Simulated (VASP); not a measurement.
# SiC (P6_3mc) in VASP: a series of runs

The runs below take SiC through single point, with PBE.

Program: VASP 6.6.1. These are calculated values, not measurements. Logs are shortened: lines on timing, memory, paths and dates and some standing lists are left out, and cuts for length are marked.

## (1) The cell of the first run

Symmetry: P6_3mc, No. 186, hexagonal system. The conventional cell has a = 3.029 Å, b = 3.029 Å, c = 4.971 Å, α = 90.00°, β = 90.00°, γ = 120.00°. Within 2.5 Å of Si (site symmetry 3m) lie 4 C at 1.85 to 1.87 Å. Within 2.5 Å of C (site symmetry 3m) lie 4 Si at 1.85 to 1.87 Å.

## (2) Single point, PBE (volume changed by -6%)

The input, INCAR:

```
  ALGO = Normal
  EDIFF = 1E-6
  ENCUT = 520
  GGA = PE
  ISIF = 2
  ISMEAR = 0
  LASPH = True
  LCHARG = True
  LELF = True
  LREAL = False
  LVHAR = True
  LWAVE = False
  NBANDS = 16
  NELM = 80
  PREC = Accurate
  SIGMA = 0.01
```

The input, KPOINTS:

```
k-points
0
Gamma
  9 9 4
```

The input, POSCAR:

```
SiC
1.0
    3.0287111375      0.0000000000      0.0000000000
   -1.5143555688      2.6229407858      0.0000000000
    0.0000000000      0.0000000000      4.9706876466
Si C
2 2
Direct
    0.3333333333      0.6666666667     -0.0004133931
    0.6666666667      0.3333333333      0.4995866069
    0.3333333333      0.6666666667      0.3754133931
    0.6666666667      0.3333333333      0.8754133931
```

Potentials or basis: VASP PAW PBE potentials, release 64 (Si, C).

Command:

```console
cat potpaw_PBE.64/Si/POTCAR potpaw_PBE.64/C/POTCAR > POTCAR
mpirun -np 1 vasp_std > vasp.out
```

OUTCAR:

```text
EDIFF = 1E-6
   ENCUT = 520
   GGA = PE
   ISIF = 2
   ISMEAR = 0
   LASPH = True
   LREAL = False
   NELM = 80
   PREC = Accurate

 ion  position               nearest neighbor table
   1  0.333  0.667  1.000-   4 1.85   4 1.85   4 1.85   3 1.87   2 3.04   2 3.04   2 3.04   2 3.04
                             2 3.04   2 3.04
   2  0.667  0.333  0.500-   3 1.85   3 1.85   3 1.85   4 1.87   1 3.04   1 3.04   1 3.04   1 3.04
                             1 3.04   1 3.04
   3  0.333  0.667  0.375-   2 1.85   2 1.85   2 1.85   1 1.87
   4  0.667  0.333  0.875-   1 1.85   1 1.85   1 1.85   2 1.87

  LATTYP: Found a hexagonal cell.
 ALAT       =     3.0287111375
 C/A-ratio  =     1.6411890804

  Lattice vectors:

 A1 = (   3.0287111375,   0.0000000000,   0.0000000000)
 A2 = (  -1.5143555688,   2.6229407858,   0.0000000000)
 A3 = (   0.0000000000,   0.0000000000,   4.9706876466)

Analysis of symmetry for initial positions (statically):
=====================================================================
 Subroutine PRICEL returns:
 Original cell was already a primitive cell.

 Routine SETGRP: Setting up the symmetry group for a
 hexagonal supercell.

 Subroutine GETGRP returns: Found 12 space group operations
 (whereof  6 operations were pure point group operations)
 out of a pool of 24 trial point group operations.

The static configuration has the point symmetry C_3v.
 The point group associated with its full space group is C_6v.

Analysis of symmetry for dynamics (positions and initial velocities):
=====================================================================
 Subroutine PRICEL returns:
 Original cell was already a primitive cell.

 Routine SETGRP: Setting up the symmetry group for a
 hexagonal supercell.

 Subroutine GETGRP returns: Found 12 space group operations
 (whereof  6 operations were pure point group operations)
 out of a pool of 24 trial point group operations.

The dynamic configuration has the point symmetry C_3v.
 The point group associated with its full space group is C_6v.

 Subroutine INISYM returns: Found 12 space group operations
 (whereof  6 operations are pure point group operations),
 and found     1 'primitive' translations

----------------------------------------------------------------------------------------

[... 91 lines left out ...]
   LNONCOLLINEAR =      F non collinear calculations
   LSORBIT =      F    spin-orbit coupling
   LASPH  =      T    aspherical Exc in radial PAW
   ENCUT  =  520.0 eV  38.22 Ry    6.18 a.u.   5.63  5.63  9.24*2*pi/ulx,y,z
   NELM   =     80;   NELMIN=  2; NELMDL= -5     # of ELM steps
   EDIFF  = 0.1E-05   stopping-criterion for ELM
   LREAL  =      F    real-space projection
   EDIFFG = 0.1E-04   stopping-criterion for IOM
   NSW    =      0    number of steps for IOM
   IBRION =     -1    ionic relax: 0-MD 1-quasi-New 2-CG
   NFREE  =      0    steps in history (QN), initial steepest desc. (CG)
   ISIF   =      2    stress and relaxation
   ISYM   =      2    0-nonsym 1-usesym 2-fastsym
   POTIM  = 0.5000    time-step for ionic-motion
   TEBEG  =    0.0;   TEEND  =   0.0 temperature during run
   PSTRESS=    0.0 pullay stress
   NELECT =      16.0000    total number of electrons
   NUPDOWN=      -1.0000    fix difference up-down
   EMIN   =  10.00;   EMAX   =-10.00  energy-range for DOS
   EFERMI =   0.00;   METHOD = LEGACY
   ISMEAR =     0;   SIGMA  =   0.01  broadening in eV -4-tet -1-fermi 0-gaus
   EFERMI_NEDOS =   21; number of points for ismear=-14 and -15
   IALGO  =     38    algorithm
   IMIX   =      4    mixing-type and parameters
     AMIX     =   0.40;   BMIX     =  1.00
     AMIX_MAG =   1.60;   BMIX_MAG =  1.00
  volume/ion in A,a.u.               =       9.87        66.62
  Fermi-wavevector in a.u.,A,eV,Ry     =   1.211418  2.289247 19.966994  1.467533
  Thomas-Fermi vector in A             =   2.346934
   LORBIT       =      0    0 simple, 1 ext, 2 COOP (PROOUT), +10 PAW based schemes
   GGA     = PE    functional components
   LHFCALC =     F    Hartree Fock is set to
   AEXX    =    0.0000 exact exchange contribution
   IVDW    =     0    specifies the selected vdW correction
   LEPSILON=     F    determine dielectric tensor
   LRPA    =     F    only Hartree local field effects (RPA)
 non-spin polarized calculation
 Gauss-broadening in eV      SIGMA  =   0.01
  energy-cutoff  :      520.00
  volume of cell :       39.49
 maximum number of plane-waves:      1099
 NGX is ok and might be reduce to    24
   NGX = 11   NGY = 11   NGZ = 19

 number of electron      15.9999999 magnetization

 Free energy of the ion-electron system (eV)
  ---------------------------------------------------
  ext. energy  EPLUGINS =         0.00000000
  ---------------------------------------------------
  free energy    TOTEN  =       -29.99889214 eV

  energy without entropy =      -29.99889214  energy(sigma->0) =      -29.99889214

 E-fermi :   8.8580     XC(G=0): -11.5541

 val. band max:        8.7953404229   @ k =   0.0000   0.0000   0.0000
 cond. band min:      10.9852855910   @ k =   0.3333   0.3333   0.0000
 fundamental gap:      2.1899451680
 Fermi energy:         8.8579726542

 k-point     1 :       0.0000    0.0000    0.0000
  band No.  band energies     occupation
      1      -7.1498      2.00000
      2      -3.4070      2.00000
      3      -0.1734      2.00000
      4       7.4575      2.00000
      5       7.4575      2.00000
      6       8.6819      2.00000
[... 433 lines left out ...]
      3       1.5523      2.00000
      4       1.5523      2.00000
      5       2.0778      2.00000
      6       4.1029      2.00000
[... 8 lines left out ...]
     15      21.0789      0.00000
     16      21.9447      0.00000

 [... further k-points ...]
[... 5 lines left out ...]
  --------------------------------------------------------------------------------------
  -------------------------------------------------------------------------------------
  Total        3.6915509      3.6915509      3.5937711     -0.0000000      0.0000000      0.0000000
  in kB      149.7809669    149.7809669    145.8136508     -0.0000000      0.0000000      0.0000000
  external PRESSURE =     148.4585282 kB  Pullay stress =       0.0000000 kB

 VOLUME and BASIS-vectors are now :
 -----------------------------------------------------------------------------
  energy-cutoff  :      520.00
  volume of cell :       39.49
      direct lattice vectors                 reciprocal lattice vectors
     3.028711138  0.000000000  0.000000000     0.330173448  0.190625729  0.000000000
    -1.514355569  2.622940786  0.000000000     0.000000000  0.381251458  0.000000000
     0.000000000  0.000000000  4.970687647     0.000000000  0.000000000  0.201179408

 POSITION                                       TOTAL-FORCE (eV/Angst)
 -----------------------------------------------------------------------------------
     -0.00000      1.74863      4.96863         0.000000      0.000000      0.009174
      1.51436      0.87431      2.48329        -0.000000      0.000000      0.009174
     -0.00000      1.74863      1.86606        -0.000000      0.000000     -0.009174
      1.51436      0.87431      4.35141         0.000000     -0.000000     -0.009174
 -----------------------------------------------------------------------------------
    total drift:                               -0.000000      0.000000     -0.000054

  FREE ENERGIE OF THE ION-ELECTRON SYSTEM (eV)
  ---------------------------------------------------
  free  energy   TOTEN  =       -29.9988921422 eV

  energy  without entropy=      -29.9988921422  energy(sigma->0) =      -29.99889214
```

OSZICAR:

```text
N       E                     dE             d eps       ncg     rms          rms(c)
DAV:   1     0.251799382199E+02    0.25180E+02   -0.72376E+03  1152   0.896E+02
DAV:   2    -0.315316612699E+02   -0.56712E+02   -0.51739E+02  1648   0.159E+02
DAV:   3    -0.339783733336E+02   -0.24467E+01   -0.24380E+01  1512   0.303E+01
DAV:   4    -0.339951575524E+02   -0.16784E-01   -0.16782E-01  1400   0.311E+00
DAV:   5    -0.339953156984E+02   -0.15815E-03   -0.15814E-03  1520   0.282E-01    0.132E+01
DAV:   6    -0.301204125811E+02    0.38749E+01   -0.67425E+00  1448   0.161E+01    0.604E+00
DAV:   7    -0.300178451320E+02    0.10257E+00   -0.12202E+00  1624   0.653E+00    0.258E+00
DAV:   8    -0.300002285981E+02    0.17617E-01   -0.51040E-02  1312   0.143E+00    0.660E-01
DAV:   9    -0.299985808198E+02    0.16478E-02   -0.76183E-03  1472   0.600E-01    0.119E-01
DAV:  10    -0.299988677717E+02   -0.28695E-03   -0.94015E-04  1384   0.179E-01    0.562E-02
DAV:  11    -0.299988911891E+02   -0.23417E-04   -0.80502E-05  1312   0.650E-02    0.136E-02
DAV:  12    -0.299988921422E+02   -0.95308E-06   -0.58161E-06  1512   0.151E-02
   1 F= -.29998892E+02 E0= -.29998892E+02  d E =-.320106E-21
```

stdout:

```text
POSCAR found type information on POSCAR SiC
 POSCAR found :  2 types and       4 ions
 scaLAPACK will be used
 LDA part: xc-table for (Slater+PW92), standard interpolation
 POSCAR, INCAR and KPOINTS ok, starting setup
 FFT: planning ... GRIDC
 FFT: planning ... GRID_SOFT
 FFT: planning ... GRID
 WAVECAR not read
 entering main loop
```

It took 19 s on 1 thread of Intel Xeon 6975P-C, shared host; peak memory 0.16 GiB.

Results:

* Free energy: -29.9989 eV
* Pressure: 14.8 GPa
* Largest force: 0.009 eV/Å
* Band gap on the k mesh: 2.19 eV, indirect (least direct gap 4.10 eV)

Forces in eV/Å, atoms in the order of the input:
```
Si   0.000  0.000  0.009
Si   0.000  0.000  0.009
C    0.000  0.000 -0.009
C    0.000  0.000 -0.009
```

 A k mesh can miss the band edges.

(Continued in part 2 of 2.)
